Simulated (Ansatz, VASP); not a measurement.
## One calculation of Ni, two programs

```
CELL_PARAMETERS angstrom
0.00000 1.71571 1.71571
1.71571 0.00000 1.71571
1.71571 1.71571 0.00000
ATOMIC_POSITIONS crystal
Ni 0.00000 0.00000 0.00000
```

Alike in both runs: task single point; functional r2SCAN; k mesh 22 × 22 × 22; occupations gaussian, width 0.05 eV; collinear spin.

|  | VASP | Ansatz |
| --- | --- | --- |
| version | VASP 6.6.1 | Ansatz 0.2.0 |
| potentials or method | VASP PAW PBE potentials, release 64 (Ni), cutoff 520 eV | scalar-relativistic, plane waves, PAW |
| valence electrons in the cell | 10 | 18 |

```csv
,VASP,Ansatz,Ansatz less VASP
gap on the k mesh at the Fermi level (eV),none,none,-
pressure (GPa),9.8,9.6,-0.12
net moment per atom (μB),0.69,0.72,+0.023
size of the moment on the site where the two differ most (μB),0.71,0.78,+0.073
```

VASP's potentials were made for PBE, not for r2SCAN. Site moments also hang on the region over which each program counts them. A gap of «none» marks a metal or a gap that the smearing closes. VASP's potentials hold 10 valence electrons a cell and Ansatz's 18, so a difference there can come from the potentials and not from the codes. Ansatz's warnings: stability check not made.
